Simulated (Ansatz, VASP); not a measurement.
## HfN in VASP and in Ansatz

```
CELL_PARAMETERS angstrom
0.00000 2.39345 2.57756
2.39345 0.00000 2.57756
2.39345 2.39345 0.00000
ATOMIC_POSITIONS crystal
Hf 0.00000 0.00000 0.00000
N 0.75000 0.75000 0.75000
```

Change from the starting cell: strain -0.025 along x and y, +0.050 along z, atoms carried along.

Alike in both runs: task single point; functional LDA; k mesh 16 × 16 × 16; occupations gaussian, width 0.15 eV; no spin polarisation.

```csv
,VASP,Ansatz
version,VASP 6.6.1,Ansatz 0.2.0
potentials or method,"VASP PAW LDA potentials, release 64 (Hf_pv, N), cutoff 520 eV","scalar-relativistic, plane waves, PAW"
valence electrons in the cell,15,31
```

```csv
,VASP,Ansatz,Ansatz less VASP
gap on the k mesh at the Fermi level (eV),none,none,-
pressure (GPa),-9.9,-9.5,+0.36
"traceless stress, the component that is largest in VASP (GPa)",-8.36,-8.39,-0.028
```

LDA's correlation is that of Perdew and Zunger in VASP and of Perdew and Wang (1992) in Ansatz. A gap of «none» marks a metal or a gap that the smearing closes. VASP's potentials hold 15 valence electrons a cell and Ansatz's 31, so a difference there can come from the potentials and not from the codes.

Neither program's run includes spin-orbit coupling.
